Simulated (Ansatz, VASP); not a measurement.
# Two plane-wave programs on AgI

```
CELL_PARAMETERS angstrom
0.00000 3.28863 3.28863
3.28863 0.00000 3.28863
3.28863 3.28863 0.00000
ATOMIC_POSITIONS crystal
Ag 0.00000 0.00000 0.00000
I 0.25000 0.25000 0.25000
```

Alike in both runs: task single point; functional PBE; k mesh 6 × 6 × 6; no spin polarisation.

```csv
,VASP,Ansatz
version,VASP 6.6.1,Ansatz 0.2.0
potentials or method,"VASP PAW PBE potentials, release 64 (Ag, I)","plane waves, PAW"
plane-wave cutoff (eV),500,420
occupations,"gaussian, width 0.01 eV",fixed
valence electrons in the cell,18,36
```

```csv
,VASP,Ansatz,Ansatz less VASP
gap on the k mesh at the Fermi level (eV),1.34,1.34,-0.002
pressure (GPa),0.6,0.6,+0.04
```

VASP's potentials hold 18 valence electrons a cell and Ansatz's 36, so a difference there can come from the potentials and not from the codes.

Neither program's run includes spin-orbit coupling.
